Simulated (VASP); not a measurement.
# ZnAu (Pm-3m) in VASP: a series of runs

ZnAu is run at these levels: r2SCAN; tasks: single point.

Everything below comes from runs of VASP 6.6.1. Logs are shortened: lines on timing, memory, paths and dates and some standing lists are left out, and cuts for length are marked.

### Step 1. The cell of the first run

Symmetry: Pm-3m, No. 221, cubic system. The conventional cell has a = 3.122 Å, b = 3.122 Å, c = 3.122 Å, α = 90.00°, β = 90.00°, γ = 90.00°. Within 3.6 Å of Au (site symmetry m-3m) lie 8 Zn at 2.70 Å and 6 Au at 3.12 Å. Within 3.6 Å of Zn (site symmetry m-3m) lie 8 Au at 2.70 Å and 6 Zn at 3.12 Å.

### Step 2. Single point, r2SCAN

POSCAR

```
ZnAu
1.0
    3.1219540000      0.0000000000      0.0000000000
    0.0000000000      3.1219540000      0.0000000000
    0.0000000000      0.0000000000      3.1219540000
Au Zn
1 1
Direct
    0.0000000000      0.0000000000      0.0000000000
    0.5000000000      0.5000000000      0.5000000000
```

INCAR.step1

```
PREC = Accurate
ENCUT = 520
ISMEAR = -1
SIGMA = 0.1
LREAL = F
LASPH = T
NELM = 60
NBANDS = 18
GGA = PE
ALGO = Normal
EDIFF = 1E-4
LWAVE = T
LCHARG = F
```

INCAR.step2

```
PREC = Accurate
ENCUT = 520
EDIFF = 1E-6
ISMEAR = -1
SIGMA = 0.1
LREAL = F
LASPH = T
NELM = 60
ALGO = Normal
ISIF = 2
LWAVE = F
LCHARG = F
METAGGA = R2SCAN
LMIXTAU = T
NBANDS = 18
ISTART = 1
```

KPOINTS

```
regular mesh
0
Gamma
  6 6 6
```

Potentials or basis: VASP PAW PBE potentials, release 64 (Au, Zn).

Command:

```console
$ cat potpaw_PBE.64/Au/POTCAR potpaw_PBE.64/Zn/POTCAR > POTCAR
$ cp INCAR.step1 INCAR
$ mpirun -np 1 vasp_std > vasp.out
$ cp INCAR.step2 INCAR
$ mpirun -np 1 vasp_std > vasp.out
```

OUTCAR:

```text
PREC = Accurate
   ENCUT = 520
   EDIFF = 1E-6
   ISMEAR = -1
   LREAL = F
   LASPH = T
   NELM = 60
   ISIF = 2
   METAGGA = R2SCAN
   ISTART = 1

 ion  position               nearest neighbor table
   1  0.000  0.000  0.000-   2 2.70   2 2.70   2 2.70   2 2.70   2 2.70   2 2.70   2 2.70   2 2.70

   2  0.500  0.500  0.500-   1 2.70   1 2.70   1 2.70   1 2.70   1 2.70   1 2.70   1 2.70   1 2.70

  LATTYP: Found a simple cubic cell.
 ALAT       =     3.1219540000

  Lattice vectors:

 A1 = (   3.1219540000,   0.0000000000,   0.0000000000)
 A2 = (   0.0000000000,   3.1219540000,   0.0000000000)
 A3 = (   0.0000000000,   0.0000000000,   3.1219540000)

Analysis of symmetry for initial positions (statically):
=====================================================================
 Subroutine PRICEL returns:
 Original cell was already a primitive cell.

 Routine SETGRP: Setting up the symmetry group for a
 simple cubic supercell.

 Subroutine GETGRP returns: Found 48 space group operations
 (whereof 48 operations were pure point group operations)
 out of a pool of 48 trial point group operations.

The static configuration has the point symmetry O_h .

Analysis of symmetry for dynamics (positions and initial velocities):
=====================================================================
 Subroutine PRICEL returns:
 Original cell was already a primitive cell.

 Routine SETGRP: Setting up the symmetry group for a
 simple cubic supercell.

 Subroutine GETGRP returns: Found 48 space group operations
 (whereof 48 operations were pure point group operations)
 out of a pool of 48 trial point group operations.

The dynamic configuration has the point symmetry O_h .

 Subroutine INISYM returns: Found 48 space group operations
 (whereof 48 operations are pure point group operations),
 and found     1 'primitive' translations

----------------------------------------------------------------------------------------

                                     Primitive cell

  volume of cell :      30.4284

  direct lattice vectors                    reciprocal lattice vectors
     3.121954000  0.000000000  0.000000000     0.320312215  0.000000000  0.000000000
     0.000000000  3.121954000  0.000000000     0.000000000  0.320312215  0.000000000
     0.000000000  0.000000000  3.121954000     0.000000000  0.000000000  0.320312215

  length of vectors
     3.121954000  3.121954000  3.121954000     0.320312215  0.320312215  0.320312215

  position of ions in fractional coordinates (direct lattice)
     0.000000000  0.000000000  0.000000000
     0.500000000  0.500000000  0.500000000

  ion indices of the primitive-cell ions
   primitive index   ion index
                 1           1
                 2           2

----------------------------------------------------------------------------------------

 KPOINTS: regular mesh

Automatic generation of k-mesh.
 Grid dimensions read from file:
 generate k-points for:    6    6    6

 Generating k-lattice:

  Cartesian coordinates                     Fractional coordinates (reciprocal lattice)
     0.053385369  0.000000000  0.000000000     0.166666667  0.000000000  0.000000000
     0.000000000  0.053385369  0.000000000     0.000000000  0.166666667  0.000000000
     0.000000000  0.000000000  0.053385369     0.000000000  0.000000000  0.166666667

  Length of vectors
     0.053385369  0.053385369  0.053385369

  Shift w.r.t. Gamma in fractional coordinates (k-lattice)
     0.000000000  0.000000000  0.000000000

 Subroutine IBZKPT returns following result:
 ===========================================

 Found     20 irreducible k-points:

 Following reciprocal coordinates:
            Coordinates               Weight
  0.000000  0.000000  0.000000      1.000000
  0.166667  0.000000  0.000000      6.000000
  0.333333  0.000000  0.000000      6.000000
  0.500000  0.000000  0.000000      3.000000
  0.166667  0.166667  0.000000     12.000000
  0.333333  0.166667  0.000000     24.000000
[... 12 lines left out ...]
  0.500000  0.500000  0.333333      6.000000
  0.500000  0.500000  0.500000      1.000000
   k-points           NKPTS =     20   k-points in BZ     NKDIM =     20   number of bands    NBANDS=     18
   number of dos      NEDOS =    301   number of ions     NIONS =      2
   total plane-waves  NPLWV =  13824
   dimension x,y,z NGX =    24 NGY =   24 NGZ =   24
   dimension x,y,z NGXF=    48 NGYF=   48 NGZF=   48
   ions per type =               1   1
   NGX,Y,Z   is equivalent  to a cutoff of  12.78, 12.78, 12.78 a.u.
   NGXF,Y,Z  is equivalent  to a cutoff of  25.56, 25.56, 25.56 a.u.
 SYSTEM =  unknown system
   PREC   = accura    normal or accurate (medium, high low for compatibility)
   ISTART =      1    job   : 0-new  1-cont  2-samecut
   ICHARG =      0    charge: 1-file 2-atom 10-const
   ISPIN  =      1    spin polarized calculation?
   LNONCOLLINEAR =      F non collinear calculations
   LSORBIT =      F    spin-orbit coupling
   LASPH  =      T    aspherical Exc in radial PAW
   ENCUT  =  520.0 eV  38.22 Ry    6.18 a.u.   5.80  5.80  5.80*2*pi/ulx,y,z
   NELM   =     60;   NELMIN=  2; NELMDL=  0     # of ELM steps
   EDIFF  = 0.1E-05   stopping-criterion for ELM
   LREAL  =      F    real-space projection
   EDIFFG = 0.1E-04   stopping-criterion for IOM
   NSW    =      0    number of steps for IOM
   IBRION =     -1    ionic relax: 0-MD 1-quasi-New 2-CG
   NFREE  =      0    steps in history (QN), initial steepest desc. (CG)
   ISIF   =      2    stress and relaxation
   ISYM   =      2    0-nonsym 1-usesym 2-fastsym
   POTIM  = 0.5000    time-step for ionic-motion
   TEBEG  =    0.0;   TEEND  =   0.0 temperature during run
   PSTRESS=    0.0 pullay stress
   NELECT =      23.0000    total number of electrons
   NUPDOWN=      -1.0000    fix difference up-down
   EMIN   =  10.00;   EMAX   =-10.00  energy-range for DOS
   EFERMI =   0.00;   METHOD = LEGACY
   ISMEAR =    -1;   SIGMA  =   0.10  broadening in eV -4-tet -1-fermi 0-gaus
   EFERMI_NEDOS =   21; number of points for ismear=-14 and -15
   IALGO  =     38    algorithm
   IMIX   =      4    mixing-type and parameters
     AMIX     =   0.40;   BMIX     =  1.00
     AMIX_MAG =   1.60;   BMIX_MAG =  1.00
  volume/ion in A,a.u.               =      15.21       102.67
  Fermi-wavevector in a.u.,A,eV,Ry     =   1.491275  2.818100 30.257994  2.223900
  Thomas-Fermi vector in A             =   2.603950
   LORBIT       =      0    0 simple, 1 ext, 2 COOP (PROOUT), +10 PAW based schemes
   METAGGA = R2SCAN    functional components
   LHFCALC =     F    Hartree Fock is set to
   AEXX    =    0.0000 exact exchange contribution
   IVDW    =     0    specifies the selected vdW correction
   LEPSILON=     F    determine dielectric tensor
   LRPA    =     F    only Hartree local field effects (RPA)
 non-spin polarized calculation
  energy-cutoff  :      520.00
  volume of cell :       30.43
 maximum number of plane-waves:       840
 NGX is ok and might be reduce to    24
   NGX = 11   NGY = 11   NGZ = 11

 number of electron      22.9999967 magnetization

 Free energy of the ion-electron system (eV)
  ---------------------------------------------------
  ext. energy  EPLUGINS =         0.00000000
  ---------------------------------------------------
  free energy    TOTEN  =       -59.89265673 eV

  energy without entropy =      -59.86631517  energy(sigma->0) =      -59.87948595

 E-fermi :   7.3804     XC(G=0): -13.5875

 val. band max:        6.8384299505   @ k =   0.3333   0.1667   0.0000
 cond. band min:       7.4293355797   @ k =   0.3333   0.3333   0.0000
 fundamental gap:      0.5909056292
 Fermi energy:         7.3804170470

 k-point     1 :       0.0000    0.0000    0.0000
  band No.  band energies     occupation
      1      -3.9759      2.00000
      2      -1.3456      2.00000
      3      -1.3456      2.00000
      4      -0.5717      2.00000
      5      -0.5717      2.00000
      6      -0.5717      2.00000
[... 10 lines left out ...]
     17      19.9906      0.00000
     18      26.5526      0.00000

 k-point     2 :       0.1667    0.0000    0.0000
  band No.  band energies     occupation
      1      -3.4591      2.00000
      2      -1.2285      2.00000
      3      -1.1946      2.00000
      4      -0.5755      2.00000
      5      -0.5755      2.00000
      6      -0.5287      2.00000
[... 10 lines left out ...]
     17      22.5605      0.00000
     18      26.1023      0.00000

 k-point     3 :       0.3333    0.0000    0.0000
  band No.  band energies     occupation
      1      -2.0750      2.00000
      2      -0.9599      2.00000
      3      -0.9042      2.00000
      4      -0.5744      2.00000
      5      -0.5744      2.00000
      6      -0.4393      2.00000
[... 10 lines left out ...]
     17      22.8372      0.00000
     18      22.8727      0.00000

 k-point     4 :       0.5000    0.0000    0.0000
  band No.  band energies     occupation
      1      -0.8902      2.00000
      2      -0.7991      2.00000
      3      -0.7797      2.00000
      4      -0.5684      2.00000
      5      -0.5684      2.00000
      6      -0.3928      2.00000
[... 291 lines left out ...]
      4      -0.5706      2.00000
      5      -0.4116      2.00000
      6       0.4842      2.00000
[... 10 lines left out ...]
     17      17.7340      0.00000
     18      19.0742      0.00000

 k-point    19 :       0.5000    0.5000    0.3333
  band No.  band energies     occupation
      1      -0.9910      2.00000
      2      -0.9038      2.00000
      3      -0.9038      2.00000
      4      -0.6377      2.00000
      5      -0.2132      2.00000
      6       0.4333      2.00000
[... 10 lines left out ...]
     17      15.9086      0.00000
     18      15.9086      0.00000

 k-point    20 :       0.5000    0.5000    0.5000
  band No.  band energies     occupation
      1      -0.8535      2.00000
      2      -0.8535      2.00000
      3      -0.8535      2.00000
      4      -0.2108      2.00000
      5      -0.2108      2.00000
      6       0.3228      2.00000
[... 10 lines left out ...]
     17      13.6055      0.00000
     18      13.6055      0.00000

------------------------ aborting loop because EDIFF is reached ----------------------------------------

  FORCE on cell =-STRESS in cart. coord.  units (eV):
  Direction    XX          YY          ZZ          XY          YZ          ZX
  --------------------------------------------------------------------------------------
  -------------------------------------------------------------------------------------
  Total        0.8054556      0.8054556      0.8054556     -0.0000000     -0.0000000      0.0000000
  in kB       42.4104337     42.4104337     42.4104337     -0.0000000     -0.0000000      0.0000000
  external PRESSURE =      42.4104337 kB  Pullay stress =       0.0000000 kB

 VOLUME and BASIS-vectors are now :
 -----------------------------------------------------------------------------
  energy-cutoff  :      520.00
  volume of cell :       30.43
      direct lattice vectors                 reciprocal lattice vectors
     3.121954000  0.000000000  0.000000000     0.320312215  0.000000000  0.000000000
     0.000000000  3.121954000  0.000000000     0.000000000  0.320312215  0.000000000
     0.000000000  0.000000000  3.121954000     0.000000000  0.000000000  0.320312215

 POSITION                                       TOTAL-FORCE (eV/Angst)
 -----------------------------------------------------------------------------------
      0.00000      0.00000      0.00000         0.000000      0.000000      0.000000
      1.56098      1.56098      1.56098         0.000000      0.000000      0.000000
 -----------------------------------------------------------------------------------
    total drift:                                0.000000      0.000000     -0.000000

  FREE ENERGIE OF THE ION-ELECTRON SYSTEM (eV)
  ---------------------------------------------------
  free  energy   TOTEN  =       -59.8926567297 eV

  energy  without entropy=      -59.8663151663  energy(sigma->0) =      -59.87948595
```

It took 26 s on 1 thread of Intel Xeon Platinum 8259CL at 2.50GHz (Skylake/Cascade Lake), shared host; peak memory 0.15 GiB.

Results:

```
Free energy : -59.8927 eV
Pressure    : 4.2 GPa
```

Caveat: the PAW data sets were made with another functional, which shifts forces and pressure a little; spin-orbit coupling is left out, which moves the levels of the heavy elements.

### Step 3. Single point, r2SCAN

POSCAR is that of step 2.

INCAR.step1

```
PREC = Accurate ; ENCUT = 520
ISMEAR = 1 ; SIGMA = 0.01
LREAL = False ; LASPH = True
NELM = 60 ; NBANDS = 18
GGA = PE ; ALGO = Normal
EDIFF = 1E-4 ; LWAVE = True
LCHARG = False
```

INCAR.step2

```
PREC = Accurate ; ENCUT = 520
EDIFF = 1E-7 ; ISMEAR = 1
SIGMA = 0.01 ; LREAL = False
LASPH = True ; NELM = 60
ALGO = Normal ; ISIF = 2
LWAVE = False ; LCHARG = False
METAGGA = R2SCAN ; LMIXTAU = True
NBANDS = 18 ; ISTART = 1
```

KPOINTS is that of step 2.

Potentials or basis: VASP PAW PBE potentials, release 64 (Au, Zn).

Command:

```console
$ cat potpaw_PBE.64/Au/POTCAR potpaw_PBE.64/Zn/POTCAR > POTCAR
$ cp INCAR.step1 INCAR
$ mpirun -np 1 vasp_std > vasp.out
$ cp INCAR.step2 INCAR
$ mpirun -np 1 vasp_std > vasp.out
```

It took 28 s on 1 thread of Intel Xeon Platinum 8259CL at 2.50GHz (Skylake/Cascade Lake), shared host; peak memory 0.15 GiB.

Results (log left out):

```yaml
Free_energy: -59.8718 eV
Pressure: 3.5 GPa
```

Levels at points of the mesh, in eV from the Fermi level:
```tsv
k point	band 7	band 8	band 9	band 10	band 11	band 12	band 13	band 14	band 15	band 16
(0.00, 0.00, 0.00)	-6.06	-6.06	-4.26	-4.26	-4.26	5.13	5.13	5.13	9.59	12.51
(0.50, 0.00, 0.00)	-6.48	-5.89	-5.53	-5.53	-4.43	-2.78	10.65	11.50	11.50	11.86
(0.50, 0.50, 0.00)	-5.66	-4.63	-4.63	-3.65	-2.34	-2.34	0.70	2.71	11.01	13.26
(0.50, 0.50, 0.50)	-7.16	-7.16	-3.60	-3.60	1.68	3.69	3.69	3.69	3.72	6.12
```

Caveat: the PAW data sets were made with another functional, which shifts forces and pressure a little; spin-orbit coupling is left out, which moves the levels of the heavy elements.
